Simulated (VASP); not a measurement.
# SnTe (F-43m) in VASP: notebook

The runs below take SnTe through single point, with LDA.

All numbers are computed with VASP 6.6.1; they aren't measurements. Logs are shortened: lines on timing, memory, paths and dates and some standing lists are left out, and cuts for length are marked.

## 1. The cell of the first run

The structure is cubic, space group F-43m (No. 216). Conventional cell: a = 7.222 Å, b = 7.222 Å, c = 7.222 Å, α = 90.00°, β = 90.00°, γ = 90.00°. Te (site symmetry -43m) has 4 Sn at 3.13 Å within 4.1 Å. Within 4.1 Å of Sn (site symmetry -43m) lie 4 Te at 3.13 Å.

## 2. Single point, LDA

Input file INCAR:

```
PREC = Accurate
ENCUT = 520
EDIFF = 1E-6
ISMEAR = -1
SIGMA = 0.1
LREAL = F
LASPH = T
NELM = 80
ALGO = Normal
ISIF = 2
LWAVE = F
LCHARG = F
GGA = CA
NBANDS = 17
```

Input file KPOINTS:

```
Automatic mesh
0
Gamma
  6 6 6
```

Input file POSCAR:

```
SnTe
1.0
    0.0000000000      3.6111460000      3.6111460000
    3.6111460000      0.0000000000      3.6111460000
    3.6111460000      3.6111460000      0.0000000000
Te Sn
1 1
Direct
    0.2500000000      0.2500000000      0.2500000000
    0.0000000000      0.0000000000      0.0000000000
```

Potentials or basis: VASP PAW LDA potentials, release 64 (Te, Sn_d).

Command:

```bash
> cat potpaw_LDA.64/Te/POTCAR potpaw_LDA.64/Sn_d/POTCAR > POTCAR
> mpirun -np 1 vasp_std > vasp.out
```

OUTCAR:

```text
PREC = Accurate
   ENCUT = 520
   EDIFF = 1E-6
   ISMEAR = -1
   LREAL = F
   LASPH = T
   NELM = 80
   ISIF = 2
   GGA = CA

 ion  position               nearest neighbor table
   1  0.250  0.250  0.250-   2 3.13   2 3.13   2 3.13   2 3.13
   2  0.000  0.000  0.000-   1 3.13   1 3.13   1 3.13   1 3.13

  LATTYP: Found a face centered cubic cell.
 ALAT       =     7.2222920000

  Lattice vectors:

 A1 = (   0.0000000000,   3.6111460000,   3.6111460000)
 A2 = (   3.6111460000,   0.0000000000,   3.6111460000)
 A3 = (   3.6111460000,   3.6111460000,   0.0000000000)

Analysis of symmetry for initial positions (statically):
=====================================================================
 Subroutine PRICEL returns:
 Original cell was already a primitive cell.

 Routine SETGRP: Setting up the symmetry group for a
 face centered cubic supercell.

 Subroutine GETGRP returns: Found 24 space group operations
 (whereof 24 operations were pure point group operations)
 out of a pool of 48 trial point group operations.

The static configuration has the point symmetry T_d .

Analysis of symmetry for dynamics (positions and initial velocities):
=====================================================================
 Subroutine PRICEL returns:
 Original cell was already a primitive cell.

 Routine SETGRP: Setting up the symmetry group for a
 face centered cubic supercell.

 Subroutine GETGRP returns: Found 24 space group operations
 (whereof 24 operations were pure point group operations)
 out of a pool of 48 trial point group operations.

The dynamic configuration has the point symmetry T_d .

 Subroutine INISYM returns: Found 24 space group operations
 (whereof 24 operations are pure point group operations),
 and found     1 'primitive' translations

----------------------------------------------------------------------------------------

                                     Primitive cell

  volume of cell :      94.1814

  direct lattice vectors                    reciprocal lattice vectors
     0.000000000  3.611146000  3.611146000    -0.138460201  0.138460201  0.138460201
     3.611146000  0.000000000  3.611146000     0.138460201 -0.138460201  0.138460201
     3.611146000  3.611146000  0.000000000     0.138460201  0.138460201 -0.138460201

  length of vectors
     5.106931649  5.106931649  5.106931649     0.239820102  0.239820102  0.239820102

  position of ions in fractional coordinates (direct lattice)
     0.250000000  0.250000000  0.250000000
     0.000000000  0.000000000  0.000000000

  ion indices of the primitive-cell ions
   primitive index   ion index
                 1           1
                 2           2

----------------------------------------------------------------------------------------

 KPOINTS: Automatic mesh

Automatic generation of k-mesh.
 Grid dimensions read from file:
 generate k-points for:    6    6    6

 Generating k-lattice:

  Cartesian coordinates                     Fractional coordinates (reciprocal lattice)
    -0.023076700  0.023076700  0.023076700     0.166666667  0.000000000  0.000000000
     0.023076700 -0.023076700  0.023076700     0.000000000  0.166666667  0.000000000
     0.023076700  0.023076700 -0.023076700     0.000000000  0.000000000  0.166666667

  Length of vectors
     0.039970017  0.039970017  0.039970017

  Shift w.r.t. Gamma in fractional coordinates (k-lattice)
     0.000000000  0.000000000  0.000000000

 Subroutine IBZKPT returns following result:
 ===========================================

 Found     16 irreducible k-points:

 Following reciprocal coordinates:
            Coordinates               Weight
  0.000000  0.000000  0.000000      1.000000
  0.166667  0.000000  0.000000      8.000000
  0.333333  0.000000  0.000000      8.000000
  0.500000  0.000000  0.000000      4.000000
  0.166667  0.166667  0.000000      6.000000
  0.333333  0.166667  0.000000     24.000000
[... 8 lines left out ...]
 -0.333333  0.333333  0.166667     24.000000
 -0.333333  0.500000  0.166667     12.000000
   k-points           NKPTS =     16   k-points in BZ     NKDIM =     16   number of bands    NBANDS=     17
   number of dos      NEDOS =    301   number of ions     NIONS =      2
   total plane-waves  NPLWV =  64000
   dimension x,y,z NGX =    40 NGY =   40 NGZ =   40
   dimension x,y,z NGXF=    80 NGYF=   80 NGZF=   80
   ions per type =               1   1
   NGX,Y,Z   is equivalent  to a cutoff of  13.02, 13.02, 13.02 a.u.
   NGXF,Y,Z  is equivalent  to a cutoff of  26.04, 26.04, 26.04 a.u.
 SYSTEM =  unknown system
   PREC   = accura    normal or accurate (medium, high low for compatibility)
   ISTART =      0    job   : 0-new  1-cont  2-samecut
   ICHARG =      2    charge: 1-file 2-atom 10-const
   ISPIN  =      1    spin polarized calculation?
   LNONCOLLINEAR =      F non collinear calculations
   LSORBIT =      F    spin-orbit coupling
   LASPH  =      T    aspherical Exc in radial PAW
   ENCUT  =  520.0 eV  38.22 Ry    6.18 a.u.   9.50  9.50  9.50*2*pi/ulx,y,z
   NELM   =     80;   NELMIN=  2; NELMDL= -5     # of ELM steps
   EDIFF  = 0.1E-05   stopping-criterion for ELM
   LREAL  =      F    real-space projection
   EDIFFG = 0.1E-04   stopping-criterion for IOM
   NSW    =      0    number of steps for IOM
   IBRION =     -1    ionic relax: 0-MD 1-quasi-New 2-CG
   NFREE  =      0    steps in history (QN), initial steepest desc. (CG)
   ISIF   =      2    stress and relaxation
   ISYM   =      2    0-nonsym 1-usesym 2-fastsym
   POTIM  = 0.5000    time-step for ionic-motion
   TEBEG  =    0.0;   TEEND  =   0.0 temperature during run
   PSTRESS=    0.0 pullay stress
   NELECT =      20.0000    total number of electrons
   NUPDOWN=      -1.0000    fix difference up-down
   EMIN   =  10.00;   EMAX   =-10.00  energy-range for DOS
   EFERMI =   0.00;   METHOD = LEGACY
   ISMEAR =    -1;   SIGMA  =   0.10  broadening in eV -4-tet -1-fermi 0-gaus
   EFERMI_NEDOS =   21; number of points for ismear=-14 and -15
   IALGO  =     38    algorithm
   IMIX   =      4    mixing-type and parameters
     AMIX     =   0.40;   BMIX     =  1.00
     AMIX_MAG =   1.60;   BMIX_MAG =  1.00
  volume/ion in A,a.u.               =      47.09       317.78
  Fermi-wavevector in a.u.,A,eV,Ry     =   0.976704  1.845704 12.979296  0.953951
  Thomas-Fermi vector in A             =   2.107344
   LORBIT       =      0    0 simple, 1 ext, 2 COOP (PROOUT), +10 PAW based schemes
   GGA     = CA    functional components
   LHFCALC =     F    Hartree Fock is set to
   AEXX    =    0.0000 exact exchange contribution
   IVDW    =     0    specifies the selected vdW correction
   LEPSILON=     F    determine dielectric tensor
   LRPA    =     F    only Hartree local field effects (RPA)
 non-spin polarized calculation
  energy-cutoff  :      520.00
  volume of cell :       94.18
 maximum number of plane-waves:      2637
 NGX is ok and might be reduce to    40
   NGX = 19   NGY = 19   NGZ = 19

 number of electron      19.9999999 magnetization

 Free energy of the ion-electron system (eV)
  ---------------------------------------------------
  ext. energy  EPLUGINS =         0.00000000
  ---------------------------------------------------
  free energy    TOTEN  =        -7.99989406 eV

  energy without entropy =       -7.98600649  energy(sigma->0) =       -7.99295027

 E-fermi :   2.9109     XC(G=0):  -7.8091

 val. band max:        2.7391892025   @ k =  -0.3333   0.5000   0.1667
 cond. band min:       2.9385951696   @ k =   0.5000   0.5000   0.0000
 fundamental gap:      0.1994059671
 Fermi energy:         2.9109380545

 k-point     1 :       0.0000    0.0000    0.0000
  band No.  band energies     occupation
      1     -18.7775      2.00000
      2     -18.7775      2.00000
      3     -18.7775      2.00000
      4     -18.7671      2.00000
      5     -18.7671      2.00000
      6      -8.6463      2.00000
[... 9 lines left out ...]
     16       9.3623      0.00000
     17      10.4008      0.00000

 k-point     2 :       0.1667    0.0000    0.0000
  band No.  band energies     occupation
      1     -18.7778      2.00000
      2     -18.7771      2.00000
      3     -18.7771      2.00000
      4     -18.7671      2.00000
      5     -18.7671      2.00000
      6      -8.5321      2.00000
[... 9 lines left out ...]
     16       8.8210      0.00000
     17       9.8963      0.00000

 k-point     3 :       0.3333    0.0000    0.0000
  band No.  band energies     occupation
      1     -18.7785      2.00000
      2     -18.7764      2.00000
      3     -18.7764      2.00000
      4     -18.7670      2.00000
      5     -18.7670      2.00000
      6      -8.2678      2.00000
[... 9 lines left out ...]
     16       8.9477      0.00000
     17      10.0943      0.00000

 k-point     4 :       0.5000    0.0000    0.0000
  band No.  band energies     occupation
      1     -18.7788      2.00000
      2     -18.7761      2.00000
      3     -18.7761      2.00000
      4     -18.7669      2.00000
      5     -18.7669      2.00000
      6      -8.1099      2.00000
[... 9 lines left out ...]
     16       9.7495      0.00000
     17       9.7495      0.00000
[... 183 lines left out ...]
      1     -18.7795      2.00000
      2     -18.7758      2.00000
      3     -18.7754      2.00000
      4     -18.7674      2.00000
      5     -18.7667      2.00000
      6      -8.0671      2.00000
[... 9 lines left out ...]
     16      10.1646      0.00000
     17      11.1786      0.00000

 k-point    15 :      -0.3333    0.3333    0.1667
  band No.  band energies     occupation
      1     -18.7795      2.00000
      2     -18.7758      2.00000
      3     -18.7750      2.00000
      4     -18.7673      2.00000
      5     -18.7667      2.00000
      6      -7.9495      2.00000
[... 9 lines left out ...]
     16      10.0029      0.00000
     17      11.0194      0.00000

 k-point    16 :      -0.3333    0.5000    0.1667
  band No.  band energies     occupation
      1     -18.7802      2.00000
      2     -18.7754      2.00000
      3     -18.7746      2.00000
      4     -18.7676      2.00000
      5     -18.7665      2.00000
      6      -7.8906      2.00000
[... 9 lines left out ...]
     16      10.7547      0.00000
     17      10.7727      0.00000

------------------------ aborting loop because EDIFF is reached ----------------------------------------

  FORCE on cell =-STRESS in cart. coord.  units (eV):
  Direction    XX          YY          ZZ          XY          YZ          ZX
  --------------------------------------------------------------------------------------
  -------------------------------------------------------------------------------------
  Total       -1.3078614     -1.3078614     -1.3078614     -0.0000000      0.0000000      0.0000000
  in kB      -22.2488287    -22.2488287    -22.2488287     -0.0000000      0.0000000      0.0000000
  external PRESSURE =     -22.2488287 kB  Pullay stress =       0.0000000 kB

 VOLUME and BASIS-vectors are now :
 -----------------------------------------------------------------------------
  energy-cutoff  :      520.00
  volume of cell :       94.18
      direct lattice vectors                 reciprocal lattice vectors
     0.000000000  3.611146000  3.611146000    -0.138460201  0.138460201  0.138460201
     3.611146000  0.000000000  3.611146000     0.138460201 -0.138460201  0.138460201
     3.611146000  3.611146000  0.000000000     0.138460201  0.138460201 -0.138460201

 POSITION                                       TOTAL-FORCE (eV/Angst)
 -----------------------------------------------------------------------------------
      1.80557      1.80557      1.80557         0.000000      0.000000      0.000000
      0.00000      0.00000      0.00000        -0.000000     -0.000000     -0.000000
 -----------------------------------------------------------------------------------
    total drift:                               -0.000000     -0.000000     -0.000000

  FREE ENERGIE OF THE ION-ELECTRON SYSTEM (eV)
  ---------------------------------------------------
  free  energy   TOTEN  =        -7.9998940609 eV

  energy  without entropy=       -7.9860064870  energy(sigma->0) =       -7.99295027
```

Wall time 9.6 s (1 thread of Intel Xeon 6975P-C (Granite Rapids), shared host); peak memory 0.19 GiB.

What came out:

* Free energy: -7.9999 eV
* Pressure: -2.2 GPa
* Band gap on the k mesh: 0.20 eV, indirect (least direct gap 0.73 eV)

Caveat: spin-orbit coupling is left out, which moves the levels of the heavy elements. A k mesh can miss the band edges.

## 3. Single point, LDA

Input file INCAR:

```
SYSTEM = SnTe
PREC = Accurate
ENCUT = 520
EDIFF = 1E-6
ISMEAR = -1
SIGMA = 0.1
LREAL = .FALSE.
LASPH = .TRUE.
NELM = 100
ALGO = Normal
ISIF = 2
LWAVE = .FALSE.
LCHARG = .FALSE.
GGA = CA
NBANDS = 17
```

Input file KPOINTS:

```
Automatic mesh
0
G
  7 7 7
  0 0 0
```

POSCAR is that of step 2.

Potentials or basis: VASP PAW LDA potentials, release 64 (Te, Sn_d).

Command:

```bash
> cat potpaw_LDA.64/Te/POTCAR potpaw_LDA.64/Sn_d/POTCAR > POTCAR
> mpirun -np 1 vasp_std > vasp.out
```

OUTCAR:

```text
SYSTEM = SnTe
   PREC = Accurate
   ENCUT = 520
   EDIFF = 1E-6
   ISMEAR = -1
   LREAL = .FALSE.
   LASPH = .TRUE.
   NELM = 100
   ISIF = 2
   GGA = CA

 ion  position               nearest neighbor table
   1  0.250  0.250  0.250-   2 3.13   2 3.13   2 3.13   2 3.13
   2  0.000  0.000  0.000-   1 3.13   1 3.13   1 3.13   1 3.13

  LATTYP: Found a face centered cubic cell.
 ALAT       =     7.2222920000

  Lattice vectors:

[... 579 lines left out ...]

------------------------ aborting loop because EDIFF is reached ----------------------------------------

  FORCE on cell =-STRESS in cart. coord.  units (eV):
  Direction    XX          YY          ZZ          XY          YZ          ZX
  --------------------------------------------------------------------------------------
  -------------------------------------------------------------------------------------
  Total       -1.3077862     -1.3077862     -1.3077862     -0.0000000     -0.0000000      0.0000000
  in kB      -22.2475495    -22.2475495    -22.2475495     -0.0000000     -0.0000000      0.0000000
  external PRESSURE =     -22.2475495 kB  Pullay stress =       0.0000000 kB

 VOLUME and BASIS-vectors are now :
 -----------------------------------------------------------------------------
  energy-cutoff  :      520.00
  volume of cell :       94.18
      direct lattice vectors                 reciprocal lattice vectors
     0.000000000  3.611146000  3.611146000    -0.138460201  0.138460201  0.138460201
     3.611146000  0.000000000  3.611146000     0.138460201 -0.138460201  0.138460201
     3.611146000  3.611146000  0.000000000     0.138460201  0.138460201 -0.138460201

 POSITION                                       TOTAL-FORCE (eV/Angst)
 -----------------------------------------------------------------------------------
      1.80557      1.80557      1.80557        -0.000000      0.000000      0.000000
      0.00000      0.00000      0.00000         0.000000     -0.000000     -0.000000
 -----------------------------------------------------------------------------------
    total drift:                               -0.000000     -0.000000     -0.000000

  FREE ENERGIE OF THE ION-ELECTRON SYSTEM (eV)
  ---------------------------------------------------
  free  energy   TOTEN  =        -7.9997649667 eV

  energy  without entropy=       -7.9862458990  energy(sigma->0) =       -7.99300543
```

Wall time 11 s (1 thread of Intel Xeon 6975P-C (Granite Rapids), shared host); peak memory 0.2 GiB.

Results:

```
Free energy            : -7.9998 eV
Pressure               : -2.2 GPa
Band gap on the k mesh : 0.26 eV, indirect (least direct gap 0.76 eV)
```

Levels at points of the mesh, in eV from the valence-band top:
```tsv
k point	band 8	band 9	band 10	band 11	band 12	band 13
(0.00, 0.00, 0.00)	-1.70	-1.70	-1.70	1.19	1.19	1.19
```

Caveat: spin-orbit coupling is left out, which moves the levels of the heavy elements. A k mesh can miss the band edges.
